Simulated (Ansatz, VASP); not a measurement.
**Two plane-wave programs on GaN**

Contents of INCAR:

```
PREC     = Accurate       # precision mode
ENCUT    = 600            # plane-wave cutoff, eV
EDIFF    = 1E-6           # SCF threshold, eV
ISMEAR   = 0              # smearing method
SIGMA    = 0.02           # smearing width, eV
LREAL    = F              # projectors in reciprocal space
LASPH    = T              # aspherical terms in the spheres
NELM     = 80             # most SCF steps
ALGO     = Normal         # electronic algorithm
ISIF     = 3              # what is computed and relaxed
LWAVE    = F              # write WAVECAR
LCHARG   = F              # write CHGCAR
GGA      = PE             # functional
IBRION   = 2              # ionic algorithm
NSW      = 100            # ionic steps
EDIFFG   = -0.01          # ionic threshold
```

Contents of KPOINTS:

```
Automatic mesh
0
Gamma
  12 12 6
```

POSCAR

```
GaN
1.0
    3.2173977312      0.0000000000      0.0000000000
   -1.6086988656      2.7863481693      0.0000000000
    0.0000000000      0.0000000000      5.2394066816
Ga N
2 2
Direct
    0.6666666667      0.3333333333      0.4991155908
    0.3333333333      0.6666666667      0.9991155908
    0.6666666667      0.3333333333      0.8758844092
    0.3333333333      0.6666666667      0.3758844092
```

Input for Ansatz:

```yaml
crystal:
  lattice:
    - [3.2173977312, 0.0, 0.0]
    - [-1.6086988656, 2.7863481693, 0.0]
    - [0.0, 0.0, 5.2394066816]
  atoms:
    - { symbol: Ga, position: [0.6666666667, 0.3333333333, 0.4991155908] }
    - { symbol: Ga, position: [0.3333333333, 0.6666666667, 0.9991155908] }
    - { symbol: "N", position: [0.6666666667, 0.3333333333, 0.8758844092] }
    - { symbol: "N", position: [0.3333333333, 0.6666666667, 0.3758844092] }
basis:
  ecutwfc: 420
kpoints:
  mp_grid: { grid: [12, 12, 6] }
hamiltonian:
  xc: pbe
scf:
  occupations: { method: gaussian, width: 0.02 }
output:
  forces: true
  stress: true
  eigenvalues: true
  write_density: true
  write_potential: true
  elf: true
  volumetric_format: npy
relax:
  adjacent_minimum: "off"
  f_tol: 0.01
  max_steps: 80
  cell: { stress_tol: 0.05 }
```

Alike in both runs: task relaxation of cell and atoms; functional PBE; k mesh 12 × 12 × 6; occupations gaussian, width 0.02 eV; no spin polarisation.

```csv
,VASP,Ansatz
version,VASP 6.6.1,Ansatz 0.2.0
potentials or method,"VASP PAW PBE potentials, release 64 (Ga_d, N), cutoff 600 eV","scalar-relativistic, plane waves, PAW"
valence electrons in the cell,36,36
```

VASP gave:

```
gap on the k mesh at the Fermi level, each at its own relaxed structure (eV)  : 1.72
relaxed volume (Å³/atom)                                                      : 11.76
relaxed length of the cell vector where the two differ most in proportion (Å) : 3.218
```

**Question.** Estimate Ansatz's values.

**Answer.** gap on the k mesh at the Fermi level, each at its own relaxed structure (eV): 1.71; relaxed volume (Å³/atom): 11.76; relaxed length of the cell vector where the two differ most in proportion (Å): 3.218.
